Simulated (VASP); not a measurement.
# MoSe: single point with PBE

The system is MoSe.

```xyz
2
Lattice="0.0000 2.9322 2.9322 2.9322 0.0000 2.9322 2.9322 2.9322 0.0000" Properties=species:S:1:pos:R:3 pbc="T T T"
Mo    0.0000    0.0000    0.0000
Se    1.4661    1.4661    1.4661
```

This cell differs from its parent crystal: volume scaled by 1.100.

```json
{
  "Program": "VASP 6.6.1",
  "Task": "single point",
  "Functional": "PBE",
  "Potentials or basis": "VASP PAW PBE potentials, release 64 (Mo_sv, Se)",
  "Cutoff": "520 eV",
  "k mesh": "10 × 10 × 10",
  "Occupations": "gaussian, width 0.05 eV",
  "Spin": "collinear spin, ferromagnetic start",
  "Starting moments": "[1.02, 0.0] μB",
  "Dipole correction": "no",
  "Further INCAR settings": "ALGO = Normal; EDIFF = 1e-06; NBANDS = 21"
}
```

* Pressure: -7.7 GPa
* Net moment: 1.30 μB per cell
* Site moments: Mo +1.15; Se -0.03 μB
* Valence electrons inside the program's atomic spheres: Mo 12.28; Se 3.89

Levels at points of the mesh, in eV from the Fermi level:
Spin up:
```
           k point  band 7  band 8  band 9  band 10  band 11  band 12  band 13  band 14  band 15  band 16
(0.00, 0.00, 0.00)   -4.69   -4.69   -1.12    -1.12     0.78     3.37     3.37     3.37     6.84     6.84
(0.50, 0.00, 0.00)   -4.39   -4.39   -0.82    -0.82    -0.45     1.66     1.66     3.30     7.31     8.00
(0.50, 0.50, 0.00)   -3.80   -3.80   -1.50    -0.56    -0.53     0.27     0.27     4.92     6.44     9.18
```
Spin down:
```
           k point  band 5  band 6  band 7  band 8  band 9  band 10  band 11  band 12  band 13  band 14
(0.00, 0.00, 0.00)  -14.39   -4.47   -4.47   -4.47    0.01     0.01     1.02     3.71     3.71     3.71
(0.50, 0.00, 0.00)  -13.89   -5.20   -4.14   -4.14    0.09     0.24     0.24     2.06     2.06     3.61
(0.50, 0.50, 0.00)  -13.73   -5.49   -3.67   -3.67   -1.09     0.39     0.71     0.78     0.78     5.29
```

Wall time 3.6 min on 1 thread of AMD EPYC 7R13, with other jobs on the host, peak memory 0.22 GiB.
